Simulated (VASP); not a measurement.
# NiO (Fm-3m) in VASP: notebook

The runs below take NiO through single point, with PBEsol+U.

All numbers are computed with VASP 6.6.1; they aren't measurements. Logs are shortened: lines on timing, memory, paths and dates and some standing lists are left out, and cuts for length are marked.

### Step 1. The cell of the first run

It takes space group Fm-3m (No. 225, cubic). The conventional cell has a = 4.183 Å, b = 4.183 Å, c = 4.183 Å, α = 90.00°, β = 90.00°, γ = 90.00°. Ni (site symmetry m-3m) has 6 O at 2.09 Å within 2.8 Å. O (site symmetry m-3m) has 6 Ni at 2.09 Å within 2.8 Å.

### Step 2. Single point, PBEsol+U, collinear spin, ferromagnetic start

Input file INCAR:

```
  ALGO = Normal
  EDIFF = 1E-6
  ENCUT = 600
  GGA = PS
  GGA_COMPAT = F
  ISIF = 2
  ISMEAR = 0
  ISPIN = 2
  LASPH = T
  LCHARG = F
  LDAU = T
  LDAUJ = 0 0
  LDAUL = 2 -1
  LDAUPRINT = 1
  LDAUTYPE = 2
  LDAUU = 4 0
  LMAXMIX = 4
  LORBIT = 11
  LREAL = F
  LWAVE = F
  MAGMOM = 0.5 0
  NBANDS = 23
  NELM = 200
  NUPDOWN = 0.5
  PREC = Accurate
  SIGMA = 0.05
```

Input file KPOINTS:

```
k-points
0
Gamma
  8 8 8
```

Input file POSCAR:

```
NiO
1.0
    0.0000000000      2.0913095100      2.0913095100
    2.0913095100      0.0000000000      2.0913095100
    2.0913095100      2.0913095100      0.0000000000
Ni O
1 1
Direct
    0.0000000000      0.0000000000      0.0000000000
    0.5000000000      0.5000000000      0.5000000000
```

Potentials or basis: VASP PAW PBE potentials, release 64 (Ni_sv_GW, O).

On the command line:

```console
$ cat potpaw_PBE.64/Ni_sv_GW/POTCAR potpaw_PBE.64/O/POTCAR > POTCAR
$ mpirun -np 1 vasp_std > vasp.out
```

OUTCAR:

```text
EDIFF = 1E-6
   ENCUT = 600
   GGA = PS
   ISIF = 2
   ISMEAR = 0
   ISPIN = 2
   LASPH = T
   LORBIT = 11
   LREAL = F
   NELM = 200
   NUPDOWN = 0.5
   PREC = Accurate

 ion  position               nearest neighbor table
   1  0.000  0.000  0.000-   2 2.09   2 2.09   2 2.09   2 2.09   2 2.09   2 2.09
   2  0.500  0.500  0.500-   1 2.09   1 2.09   1 2.09   1 2.09   1 2.09   1 2.09

  LATTYP: Found a face centered cubic cell.
 ALAT       =     4.1826190200

  Lattice vectors:

 A1 = (   0.0000000000,   2.0913095100,   2.0913095100)
 A2 = (   2.0913095100,   0.0000000000,   2.0913095100)
 A3 = (   2.0913095100,   2.0913095100,   0.0000000000)

Analysis of symmetry for initial positions (statically):
=====================================================================
 Subroutine PRICEL returns:
 Original cell was already a primitive cell.

 Routine SETGRP: Setting up the symmetry group for a
 face centered cubic supercell.

 Subroutine GETGRP returns: Found 48 space group operations
 (whereof 48 operations were pure point group operations)
 out of a pool of 48 trial point group operations.

The static configuration has the point symmetry O_h .

Analysis of symmetry for dynamics (positions and initial velocities):
=====================================================================
 Subroutine PRICEL returns:
 Original cell was already a primitive cell.

 Routine SETGRP: Setting up the symmetry group for a
 face centered cubic supercell.

 Subroutine GETGRP returns: Found 48 space group operations
 (whereof 48 operations were pure point group operations)
 out of a pool of 48 trial point group operations.

The dynamic configuration has the point symmetry O_h .

Analysis of structural, dynamic, and magnetic symmetry:
=====================================================================
 Subroutine PRICEL returns:
 Original cell was already a primitive cell.

 Routine SETGRP: Setting up the symmetry group for a
 face centered cubic supercell.

 Subroutine GETGRP returns: Found 48 space group operations
 (whereof 48 operations were pure point group operations)
 out of a pool of 48 trial point group operations.

The overall configuration has the point symmetry O_h .

 Subroutine INISYM returns: Found 48 space group operations
 (whereof 48 operations are pure point group operations),
 and found     1 'primitive' translations

----------------------------------------------------------------------------------------

                                     Primitive cell

  volume of cell :      18.2930

  direct lattice vectors                    reciprocal lattice vectors
     0.000000000  2.091309510  2.091309510    -0.239084649  0.239084649  0.239084649
     2.091309510  0.000000000  2.091309510     0.239084649 -0.239084649  0.239084649
     2.091309510  2.091309510  0.000000000     0.239084649  0.239084649 -0.239084649

  length of vectors
     2.957558272  2.957558272  2.957558272     0.414106759  0.414106759  0.414106759

  position of ions in fractional coordinates (direct lattice)
     0.000000000  0.000000000  0.000000000
     0.500000000  0.500000000  0.500000000

  ion indices of the primitive-cell ions
   primitive index   ion index
                 1           1
                 2           2

----------------------------------------------------------------------------------------

 KPOINTS: k-points

Automatic generation of k-mesh.
 Grid dimensions read from file:
 generate k-points for:    8    8    8
[... 64 lines left out ...]
   EDIFF  = 0.1E-05   stopping-criterion for ELM
   LREAL  =      F    real-space projection
   EDIFFG = 0.1E-04   stopping-criterion for IOM
   NSW    =      0    number of steps for IOM
   IBRION =     -1    ionic relax: 0-MD 1-quasi-New 2-CG
   NFREE  =      0    steps in history (QN), initial steepest desc. (CG)
   ISIF   =      2    stress and relaxation
   ISYM   =      2    0-nonsym 1-usesym 2-fastsym
   POTIM  = 0.5000    time-step for ionic-motion
   TEBEG  =    0.0;   TEEND  =   0.0 temperature during run
   PSTRESS=    0.0 pullay stress
   NELECT =      24.0000    total number of electrons
   NUPDOWN=       0.5000    fix difference up-down
   EMIN   =  10.00;   EMAX   =-10.00  energy-range for DOS
   EFERMI =   0.00;   METHOD = LEGACY
   ISMEAR =     0;   SIGMA  =   0.05  broadening in eV -4-tet -1-fermi 0-gaus
   EFERMI_NEDOS =   21; number of points for ismear=-14 and -15
   IALGO  =     38    algorithm
   IMIX   =      4    mixing-type and parameters
     AMIX     =   0.40;   BMIX     =  1.00
     AMIX_MAG =   1.60;   BMIX_MAG =  1.00
  volume/ion in A,a.u.               =       9.15        61.72
  Fermi-wavevector in a.u.,A,eV,Ry     =   1.792188  3.386745 43.701074  3.211938
  Thomas-Fermi vector in A             =   2.854603
   LORBIT       =     11    0 simple, 1 ext, 2 COOP (PROOUT), +10 PAW based schemes
 LDA+U is selected, type is set to LDAUTYPE =  2
   angular momentum for each species LDAUL =     2   -1
   U (eV)           for each species LDAUU =   4.0  0.0
   J (eV)           for each species LDAUJ =   0.0  0.0
   GGA     = PS    functional components
   LHFCALC =     F    Hartree Fock is set to
   AEXX    =    0.0000 exact exchange contribution
   IVDW    =     0    specifies the selected vdW correction
   LEPSILON=     F    determine dielectric tensor
   LRPA    =     F    only Hartree local field effects (RPA)
 spin polarized calculation
 Gauss-broadening in eV      SIGMA  =   0.05
  energy-cutoff  :      600.00
  volume of cell :       18.29
 maximum number of plane-waves:       620
   NGX = 11   NGY = 11   NGZ = 11

atom =   1  type =  1  l = 2

 onsite density matrix

spin component  1

  0.9181  0.0000  0.0000  0.0000  0.0000
  0.0000  0.9181 -0.0000  0.0000 -0.0000
  0.0000 -0.0000  0.7322  0.0000 -0.0000
  0.0000  0.0000  0.0000  0.9181 -0.0000
  0.0000 -0.0000 -0.0000 -0.0000  0.7322

spin component  2

  0.9180 -0.0000  0.0000  0.0000 -0.0000
 -0.0000  0.9180 -0.0000  0.0000 -0.0000
  0.0000 -0.0000  0.4726 -0.0000 -0.0000
  0.0000  0.0000 -0.0000  0.9180 -0.0000
 -0.0000 -0.0000 -0.0000 -0.0000  0.4726

 occupancies and eigenvectors

  o =  0.4726  v =  0.0000  0.0000  0.0000  0.0000  0.0000  0.0000  0.0000  0.2901 -0.0000  0.9570      0.0000  0.0000  0.0000  0.0000  0.0000  0.0000  0.0000  0.0000  0.0000  0.0000
  o =  0.4726  v =  0.0000  0.0000  0.0000  0.0000  0.0000  0.0000 -0.0000  0.9570  0.0000 -0.2901      0.0000  0.0000  0.0000  0.0000  0.0000  0.0000  0.0000  0.0000  0.0000  0.0000
  o =  0.7322  v =  0.0000  0.0000  0.0966  0.0000  0.9953  0.0000  0.0000  0.0000  0.0000  0.0000      0.0000  0.0000  0.0000  0.0000  0.0000  0.0000  0.0000  0.0000  0.0000  0.0000
  o =  0.7322  v =  0.0000  0.0000  0.9953  0.0000 -0.0966  0.0000  0.0000  0.0000  0.0000  0.0000      0.0000  0.0000  0.0000  0.0000  0.0000  0.0000  0.0000  0.0000  0.0000  0.0000
  o =  0.9180  v =  0.0000  0.0000  0.0000  0.0000  0.0000  0.0000 -0.9969 -0.0000 -0.0792  0.0000      0.0000  0.0000  0.0000  0.0000  0.0000  0.0000  0.0000  0.0000  0.0000  0.0000
  o =  0.9180  v =  0.0000  0.0000  0.0000  0.0000  0.0000  0.0000  0.0792  0.0000 -0.9969 -0.0000      0.0000  0.0000  0.0000  0.0000  0.0000  0.0000  0.0000  0.0000  0.0000  0.0000
  o =  0.9180  v =  0.0000  0.0000  0.0000  0.0000  0.0000  1.0000  0.0000  0.0000  0.0000  0.0000      0.0000  0.0000  0.0000  0.0000  0.0000  0.0000  0.0000  0.0000  0.0000  0.0000
  o =  0.9181  v =  0.0000 -0.9441  0.0000 -0.3295  0.0000  0.0000  0.0000  0.0000  0.0000  0.0000      0.0000  0.0000  0.0000  0.0000  0.0000  0.0000  0.0000  0.0000  0.0000  0.0000
  o =  0.9181  v =  1.0000  0.0000  0.0000  0.0000  0.0000  0.0000  0.0000  0.0000  0.0000  0.0000      0.0000  0.0000  0.0000  0.0000  0.0000  0.0000  0.0000  0.0000  0.0000  0.0000
  o =  0.9181  v =  0.0000 -0.3295 -0.0000  0.9441  0.0000  0.0000  0.0000  0.0000  0.0000  0.0000      0.0000  0.0000  0.0000  0.0000  0.0000  0.0000  0.0000  0.0000  0.0000  0.0000

 number of electron      24.0000013 magnetization       0.4999998

 Free energy of the ion-electron system (eV)
  ---------------------------------------------------
  ext. energy  EPLUGINS =         0.00000000
  ---------------------------------------------------
  free energy    TOTEN  =       -10.49875893 eV

  energy without entropy =      -10.49592601  energy(sigma->0) =      -10.49734247

 E-fermi :   7.1662     XC(G=0): -13.2608

 val. band max:        7.1625470700   @ k =   0.3750   0.3750   0.0000
 cond. band min:       6.2498160177   @ k =  -0.1250   0.1250   0.0000
 fundamental gap:     -0.9127310523
 Fermi energy:         6.1652247169

 spin component 1

 k-point     1 :       0.0000    0.0000    0.0000
  band No.  band energies     occupation
      1     -95.8526      1.00000
      2     -56.4188      1.00000
      3     -56.4188      1.00000
      4     -56.4188      1.00000
      5     -13.6312      1.00000
      6       3.6036      1.00000
[... 1241 lines left out ...]
     22      37.1418      0.00000
     23      37.8876      0.00000

 [... further k-points ...]

------------------------ aborting loop because EDIFF is reached ----------------------------------------

  FORCE on cell =-STRESS in cart. coord.  units (eV):
  Direction    XX          YY          ZZ          XY          YZ          ZX
  --------------------------------------------------------------------------------------
  -------------------------------------------------------------------------------------
  Total       -1.6749156     -1.6749156     -1.6749156      0.0000000      0.0000000     -0.0000000
  in kB     -146.6961061   -146.6961061   -146.6961061      0.0000000      0.0000000     -0.0000000
  external PRESSURE =    -146.6961061 kB  Pullay stress =       0.0000000 kB

 VOLUME and BASIS-vectors are now :
 -----------------------------------------------------------------------------
  energy-cutoff  :      600.00
  volume of cell :       18.29
      direct lattice vectors                 reciprocal lattice vectors
     0.000000000  2.091309510  2.091309510    -0.239084649  0.239084649  0.239084649
     2.091309510  0.000000000  2.091309510     0.239084649 -0.239084649  0.239084649
     2.091309510  2.091309510  0.000000000     0.239084649  0.239084649 -0.239084649

 POSITION                                       TOTAL-FORCE (eV/Angst)
 -----------------------------------------------------------------------------------
      0.00000      0.00000      0.00000         0.000000      0.000000     -0.000000
      2.09131      2.09131      2.09131        -0.000000     -0.000000      0.000000
 -----------------------------------------------------------------------------------
    total drift:                                0.000000     -0.000000     -0.000000

  FREE ENERGIE OF THE ION-ELECTRON SYSTEM (eV)
  ---------------------------------------------------
  free  energy   TOTEN  =       -10.4987589275 eV

  energy  without entropy=      -10.4959260147  energy(sigma->0) =      -10.49734247

 total charge

# of ion       s       p       d       f       tot
--------------------------------------------------
    1        2.147   6.209   7.888   0.009  16.253
    2        1.564   3.346   0.000   0.000   4.910
--------------------------------------------------
tot          3.711   9.555   7.888   0.009  21.163

 magnetization (x)

# of ion       s       p       d       f       tot
--------------------------------------------------
    1        0.005   0.005   0.519   0.000   0.529
    2        0.008  -0.039   0.000   0.000  -0.031
--------------------------------------------------
tot          0.012  -0.033   0.519   0.000   0.498
```

Run time: 43 s. Hardware: 1 thread of AMD EPYC 9R45 (Zen 5), shared host; peak memory 0.14 GiB.

Results:

```
Free energy                                           : -10.4988 eV
Pressure                                              : -14.7 GPa
Net moment                                            : 0.50 μB per cell
Site moments                                          : Ni +0.53; O -0.03 μB
Valence electrons inside the program's atomic spheres : Ni 16.25; O 4.91
```

Eigenvalues of the final occupation matrices:
```tsv
site	spin	trace	eigenvalues
site 1 d	1	4.22	0.73 0.73 0.92 0.92 0.92
site 1 d	2	3.70	0.47 0.47 0.92 0.92 0.92
```

Caveat: the PAW data sets were made with another functional, which shifts forces and pressure a little; the total moment is fixed, so each spin has its own Fermi level; a cell with one magnetic atom can't hold antiferromagnetic order, which such compounds often take.

### Step 3. Single point, PBEsol+U, collinear spin, ferromagnetic start

Input file INCAR:

```
PREC = Accurate
ENCUT = 600
EDIFF = 1E-6
ISMEAR = 0
SIGMA = 0.05
LREAL = F
LASPH = T
NELM = 200
ALGO = Normal
ISIF = 2
LWAVE = F
LCHARG = F
ISPIN = 2
MAGMOM = 2 0
LORBIT = 11
LMAXMIX = 4
LDAU = T
LDAUTYPE = 2
LDAUL = 2 -1
LDAUU = 4 0
LDAUJ = 0 0
LDAUPRINT = 1
GGA = PS
NBANDS = 23
GGA_COMPAT = F
```

Input file KPOINTS:

```
Automatic mesh
0
Gamma
  8 8 8
```

POSCAR is that of step 2.

Potentials or basis: VASP PAW PBE potentials, release 64 (Ni_sv_GW, O).

On the command line:

```console
$ cat potpaw_PBE.64/Ni_sv_GW/POTCAR potpaw_PBE.64/O/POTCAR > POTCAR
$ mpirun -np 1 vasp_std > vasp.out
```

Run time: 28 s. Hardware: 1 thread of Intel Xeon Platinum 8488C (Sapphire Rapids), shared host; peak memory 0.17 GiB.

The run converged. Its results:

| Item | Value |
| --- | --- |
| Free energy | -11.7042 eV |
| Pressure | -3.5 GPa |
| Band gap on the k mesh | 1.28 eV, indirect (least direct gap 2.23 eV) |
| Net moment | 2.00 μB per cell |
| Site moments | Ni +1.73; O +0.23 μB |
| Valence electrons inside the program's atomic spheres | Ni 16.14; O 5.00 |

Levels at points of the mesh, in eV from the valence-band top:
Spin up:
| k point | band 11 | band 12 | band 13 | band 14 | band 15 | band 16 |
| --- | --- | --- | --- | --- | --- | --- |
| (0.00, 0.00, 0.00) | -2.19 | -2.19 | -2.19 | 1.92 | 17.95 | 18.67 |
| (0.50, 0.00, 0.00) | -2.47 | 0.00 | 0.00 | 5.87 | 10.42 | 14.19 |
| (0.50, 0.50, 0.00) | -3.56 | -3.05 | -3.05 | 6.31 | 11.05 | 11.95 |
Spin down:
```
           k point  band 9  band 10  band 11  band 12  band 13  band 14
(0.00, 0.00, 0.00)   -1.73    -1.73    -1.73     1.28     1.28     2.30
(0.50, 0.00, 0.00)   -1.73    -1.73    -1.39     3.89     3.89     6.07
(0.50, 0.50, 0.00)   -3.15    -1.85    -1.85     1.76     2.28     6.87
```

Eigenvalues of the final occupation matrices:
```tsv
site	spin	trace	eigenvalues
site 1 d	1	4.73	0.93 0.93 0.93 0.97 0.97
site 1 d	2	3.02	0.13 0.13 0.92 0.92 0.92
```

Caveat: the PAW data sets were made with another functional, which shifts forces and pressure a little; a cell with one magnetic atom can't hold antiferromagnetic order, which such compounds often take.

(Continued in part 2 of 2.)
